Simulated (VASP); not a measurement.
# Al2Cu in VASP: a series of runs

Al2Cu is run at these levels: PBE; tasks: single point.

All numbers are computed with VASP 6.6.1; they aren't measurements. Logs are shortened: lines on timing, memory, paths and dates and some standing lists are left out, and cuts for length are marked.

### 1 The cell of the first run

The typed cell holds 6 atoms: a = 2.822 Å, b = 5.012 Å, c = 6.264 Å, α = 89.91°, β = 89.95°, γ = 92.68°.

### 2 Single point, PBE

The input, INCAR:

```
SYSTEM = Al2Cu
PREC = Accurate ; ENCUT = 520
EDIFF = 1E-6 ; ISMEAR = 0
SIGMA = 0.2 ; LREAL = .FALSE.
LASPH = .TRUE. ; NELM = 100
ALGO = Fast ; ISIF = 2
LWAVE = .FALSE. ; LCHARG = .TRUE.
GGA = PE ; LELF = .TRUE.
LVHAR = .TRUE. ; NBANDS = 26
```

The input, KPOINTS:

```
Automatic mesh
0
G
  8 4 4
  0 0 0
```

The input, POSCAR:

```
Al2Cu
1.0
    1.4688606313     -2.4100471368     -0.0018588665
   -4.3972584957     -2.4056495657     -0.0038357258
   -0.0032794692     -0.0037335604     -6.2640611773
Al Cu
4 2
Direct
    0.4943713685      0.8323540994      0.8168956051
    0.9943418049      0.3323083797      0.8169016386
    1.0056307825      0.6676459346      0.1831037795
    0.5056630709      0.1676881039      0.1830969198
    0.4999650555      0.4999829149      0.5000071278
    0.0000279178      1.0000205675      0.4999949291
```

Potentials or basis: VASP PAW PBE potentials, release 64 (Al, Cu).

On the command line:

```
$ cat potpaw_PBE.64/Al/POTCAR potpaw_PBE.64/Cu/POTCAR > POTCAR
$ mpirun -np 1 vasp_std > vasp.out
```

OUTCAR:

```text
SYSTEM = Al2Cu
   PREC = Accurate
   ENCUT = 520
   EDIFF = 1E-6
   ISMEAR = 0
   LREAL = .FALSE.
   LASPH = .TRUE.
   NELM = 100
   ISIF = 2
   GGA = PE

 ion  position               nearest neighbor table
   1  0.494  0.832  0.817-   6 2.56   6 2.59   5 2.59   3 2.78   2 2.82   2 2.82   4 2.85   3 2.85
                             2 2.93   2 2.93
   2  0.994  0.332  0.817-   5 2.56   5 2.59   6 2.59   4 2.78   1 2.82   1 2.82   3 2.85   4 2.85
                             1 2.93   1 2.93
   3  0.006  0.668  0.183-   5 2.56   5 2.59   6 2.59   1 2.78   4 2.82   4 2.82   2 2.85   1 2.85
                             4 2.93   4 2.93
   4  0.506  0.168  0.183-   6 2.56   6 2.59   5 2.59   2 2.78   3 2.82   3 2.82   1 2.85   2 2.85
                             3 2.93   3 2.93
   5  0.500  0.500  0.500-   2 2.56   3 2.56   3 2.59   2 2.59   4 2.59   1 2.59
   6  0.000  0.000  0.500-   4 2.56   1 2.56   1 2.59   4 2.59   2 2.59   3 2.59

  LATTYP: Found a triclinic cell.
 ALAT       =     7.3716809495
 B/A-ratio  =     0.3828691814
 C/A-ratio  =     0.8497469154
 COS(alpha) =     0.0008950997
 COS(beta)  =     0.0017125440
 COS(gamma) =     0.7339575442

  Lattice vectors:

 A1 = (   1.4595372331,   7.2257438393,   0.0075534588)
 A2 = (  -1.4688606313,   2.4100471368,   0.0018588665)
 A3 = (   0.0032794692,   0.0037335604,   6.2640611773)

Analysis of symmetry for initial positions (statically):
=====================================================================
 Subroutine PRICEL returns:
 Original cell was already a primitive cell.

 Routine SETGRP: Setting up the symmetry group for a
 triclinic supercell.

 Subroutine GETGRP returns: Found  1 space group operations
 (whereof  1 operations were pure point group operations)
 out of a pool of  2 trial point group operations.

The static configuration has the point symmetry C_1 .

Analysis of symmetry for dynamics (positions and initial velocities):
=====================================================================
 Subroutine PRICEL returns:
 Original cell was already a primitive cell.

 Routine SETGRP: Setting up the symmetry group for a
 triclinic supercell.

 Subroutine GETGRP returns: Found  1 space group operations
 (whereof  1 operations were pure point group operations)
 out of a pool of  2 trial point group operations.

The dynamic configuration has the point symmetry C_1 .

 Subroutine INISYM returns: Found  1 space group operations
[... 106 lines left out ...]
   LREAL  =      F    real-space projection
   EDIFFG = 0.1E-04   stopping-criterion for IOM
   NSW    =      0    number of steps for IOM
   IBRION =     -1    ionic relax: 0-MD 1-quasi-New 2-CG
   NFREE  =      0    steps in history (QN), initial steepest desc. (CG)
   ISIF   =      2    stress and relaxation
   ISYM   =      2    0-nonsym 1-usesym 2-fastsym
   POTIM  = 0.5000    time-step for ionic-motion
   TEBEG  =    0.0;   TEEND  =   0.0 temperature during run
   PSTRESS=    0.0 pullay stress
   NELECT =      34.0000    total number of electrons
   NUPDOWN=      -1.0000    fix difference up-down
   EMIN   =  10.00;   EMAX   =-10.00  energy-range for DOS
   EFERMI =   0.00;   METHOD = LEGACY
   ISMEAR =     0;   SIGMA  =   0.20  broadening in eV -4-tet -1-fermi 0-gaus
   EFERMI_NEDOS =   21; number of points for ismear=-14 and -15
   IALGO  =     68    algorithm
   IMIX   =      4    mixing-type and parameters
     AMIX     =   0.40;   BMIX     =  1.00
     AMIX_MAG =   1.60;   BMIX_MAG =  1.00
  volume/ion in A,a.u.               =      14.75        99.56
  Fermi-wavevector in a.u.,A,eV,Ry     =   1.190026  2.248824 19.268066  1.416163
  Thomas-Fermi vector in A             =   2.326120
   LORBIT       =      0    0 simple, 1 ext, 2 COOP (PROOUT), +10 PAW based schemes
   GGA     = PE    functional components
   LHFCALC =     F    Hartree Fock is set to
   AEXX    =    0.0000 exact exchange contribution
   IVDW    =     0    specifies the selected vdW correction
   LEPSILON=     F    determine dielectric tensor
   LRPA    =     F    only Hartree local field effects (RPA)
 non-spin polarized calculation
 RMM-DIIS sequential band-by-band and
 Gauss-broadening in eV      SIGMA  =   0.20
  energy-cutoff  :      520.00
  volume of cell :       88.52
 maximum number of plane-waves:      2400
 NGX is ok and might be reduce to    24
   NGX = 11   NGY = 19   NGZ = 23

 number of electron      34.0000006 magnetization

 Free energy of the ion-electron system (eV)
  ---------------------------------------------------
  ext. energy  EPLUGINS =         0.00000000
  ---------------------------------------------------
  free energy    TOTEN  =       -22.99651919 eV

  energy without entropy =      -22.96550962  energy(sigma->0) =      -22.98101441

 E-fermi :   8.0547     XC(G=0): -10.9119

 val. band max:        8.0249834430   @ k =  -0.2500   0.0000   0.2500
 cond. band min:       8.0740716380   @ k =   0.2500   0.2500  -0.0000
 fundamental gap:      0.0490881950
 Fermi energy:         8.0547493314

 k-point     1 :       0.0000    0.0000    0.0000
  band No.  band energies     occupation
      1      -2.8542      2.00000
      2       0.6095      2.00000
      3       1.3743      2.00000
      4       2.3765      2.00000
      5       3.0006      2.00000
      6       3.2069      2.00000
[... 685 lines left out ...]
     25      12.5124      0.00000
     26      12.5563      0.00000

 [... further k-points ...]

------------------------ aborting loop because EDIFF is reached ----------------------------------------

  FORCE on cell =-STRESS in cart. coord.  units (eV):
  Direction    XX          YY          ZZ          XY          YZ          ZX
  --------------------------------------------------------------------------------------
  -------------------------------------------------------------------------------------
  Total        0.0144905     -0.0359805      0.1263515     -0.0332586      0.0148244      0.0005114
  in kB        0.2622764     -0.6512440      2.2869531     -0.6019793      0.2683199      0.0092559
  external PRESSURE =       0.6326618 kB  Pullay stress =       0.0000000 kB

 VOLUME and BASIS-vectors are now :
 -----------------------------------------------------------------------------
  energy-cutoff  :      520.00
  volume of cell :       88.52
      direct lattice vectors                 reciprocal lattice vectors
     1.468860631 -2.410047137 -0.001858866     0.170237149 -0.311174633  0.000096344
    -4.397258496 -2.405649566 -0.003835726    -0.170548429 -0.103944919  0.000151243
    -0.003279469 -0.003733560 -6.264061177     0.000053915  0.000155991 -0.159640963

 POSITION                                       TOTAL-FORCE (eV/Angst)
 -----------------------------------------------------------------------------------
     -2.93659     -3.19686     -5.12120         0.000770      0.002735     -0.000947
     -0.00338     -3.19888     -5.12024        -0.000903      0.001251     -0.000725
     -2.92814     -1.62038     -1.14954        -0.000687     -0.002643      0.000886
      0.00478     -1.62275     -1.14851         0.000730     -0.001304      0.000660
     -1.46581     -2.40959     -3.13492        -0.000256     -0.000467     -0.000120
     -0.00169     -0.00198     -3.13200         0.000346      0.000428      0.000246
 -----------------------------------------------------------------------------------
    total drift:                               -0.000002     -0.000003      0.000005

  FREE ENERGIE OF THE ION-ELECTRON SYSTEM (eV)
  ---------------------------------------------------
  free  energy   TOTEN  =       -22.9965191918 eV

  energy  without entropy=      -22.9655096206  energy(sigma->0) =      -22.98101441
```

OSZICAR:

```text
N       E                     dE             d eps       ncg     rms          rms(c)
DAV:   1     0.186308266168E+03    0.18631E+03   -0.13703E+04  3536   0.147E+03
DAV:   2    -0.161366422187E+02   -0.20244E+03   -0.19019E+03  3536   0.284E+02
DAV:   3    -0.275143089027E+02   -0.11378E+02   -0.10582E+02  4732   0.867E+01
DAV:   4    -0.278570699741E+02   -0.34276E+00   -0.34046E+00  5294   0.127E+01
DAV:   5    -0.278629961528E+02   -0.59262E-02   -0.59246E-02  5088   0.164E+00    0.217E+01
RMM:   6    -0.354037812266E+02   -0.75408E+01   -0.11540E+02  4546   0.138E+02    0.202E+01
RMM:   7    -0.235754988155E+02    0.11828E+02   -0.35813E+01  3843   0.808E+01    0.468E+00
RMM:   8    -0.230024897038E+02    0.57301E+00   -0.34026E+00  3914   0.239E+01    0.113E+00
RMM:   9    -0.229971072115E+02    0.53825E-02   -0.55596E-01  4244   0.329E+00    0.361E-01
RMM:  10    -0.230062461438E+02   -0.91389E-02   -0.10057E-01  4263   0.319E+00    0.808E-01
RMM:  11    -0.229956929225E+02    0.10553E-01   -0.31637E-02  4312   0.240E+00    0.107E-01
RMM:  12    -0.229964294396E+02   -0.73652E-03   -0.92621E-03  5183   0.569E-01    0.910E-02
RMM:  13    -0.229965005595E+02   -0.71120E-04   -0.11359E-03  5162   0.246E-01    0.179E-02
RMM:  14    -0.229965304544E+02   -0.29895E-04   -0.25401E-04  5208   0.886E-02    0.225E-02
RMM:  15    -0.229965172496E+02    0.13205E-04   -0.47365E-05  4487   0.648E-02    0.451E-03
RMM:  16    -0.229965193938E+02   -0.21442E-05   -0.16928E-05  4296   0.245E-02    0.570E-03
RMM:  17    -0.229965191918E+02    0.20198E-06   -0.22406E-06  3080   0.155E-02
   1 F= -.22996519E+02 E0= -.22981014E+02  d E =-.310096E-01
```

Run time: 2.1 min. Hardware: 1 thread of Intel Xeon Platinum 8488C (Sapphire Rapids), shared host; peak memory 0.28 GiB.

Results:

- Free energy: -22.9965 eV
- Pressure: 0.1 GPa
- Band gap on the k mesh: zero (bands 17 and 18 overlap by 3.49 eV)

Forces in eV/Å, atoms in the order of the input:
```
Al   0.001  0.003 -0.001
Al  -0.001  0.001 -0.001
Al  -0.001 -0.003  0.001
Al   0.001 -0.001  0.001
Cu   0.000  0.000  0.000
Cu   0.000  0.000  0.000
```

Stress tensor (GPa, compression positive):
```
 0.03 -0.06  0.00
-0.06 -0.07  0.03
 0.00  0.03  0.23
```

Levels at points of the mesh, in eV from the Fermi level:
```tsv
k point	band 14	band 15	band 16	band 17	band 18	band 19	band 20	band 21
(0.00, 0.00, 0.00)	-2.70	-2.62	-2.12	-1.07	0.24	0.75	3.59	5.33
(0.50, 0.00, 0.00)	-2.04	-1.33	-1.33	-0.55	-0.55	0.30	0.30	2.99
(0.00, 0.50, 0.00)	-3.25	-3.04	-3.04	2.25	2.25	5.20	5.20	5.62
(0.50, 0.50, 0.00)	-2.55	-2.15	-1.70	-1.09	-0.59	0.24	0.71	0.73
(0.00, 0.00, 0.50)	-3.15	-2.96	-2.68	-1.38	-0.63	2.69	3.81	4.00
(0.50, 0.00, 0.50)	-2.32	-0.46	-0.46	0.35	0.35	1.13	1.13	2.24
(0.00, 0.50, 0.50)	-3.04	-1.08	-1.08	0.32	0.32	2.88	2.88	4.23
(0.50, 0.50, 0.50)	-2.88	-2.68	-2.63	-1.39	-1.07	2.69	2.99	3.80
```

(Continued in part 2 of 2.)
